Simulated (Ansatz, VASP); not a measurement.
**One calculation of As, two programs**

```xyz
2
Lattice="1.8800 1.0854 3.3277 -1.8800 1.0854 3.3277 0.0000 -2.1708 3.3277" Properties=species:S:1:pos:R:3 pbc="T T T"
As    0.0000    0.0000    7.6820
As    0.0000    0.0000    2.3009
```

Alike in both runs: task single point; functional LDA; k mesh 10 × 10 × 10; occupations gaussian, width 0.3 eV; no spin polarisation.

|  | VASP | Ansatz |
| --- | --- | --- |
| version | VASP 6.6.1 | Ansatz 0.2.0 |
| potentials or method | VASP PAW LDA potentials, release 64 (As), cutoff 500 eV | plane waves (420 eV) with PAW, scalar-relativistic |
| valence electrons in the cell | 10 | 30 |

Ansatz gave:

```
pressure (GPa)                                                : 0.0
traceless stress, the component that is largest in VASP (GPa) : 0.05
```

Problem. Estimate VASP's values.

Solution. Pressure (GPa): 0.5; traceless stress, the component that is largest in VASP (GPa): -0.07.

Ansatz warns that its potentials were made for another functional, while VASP's fit it. LDA's correlation is that of Perdew and Zunger in VASP and of Perdew and Wang (1992) in Ansatz. VASP's potentials hold 10 valence electrons a cell and Ansatz's 30, so a difference there can come from the potentials and not from the codes.
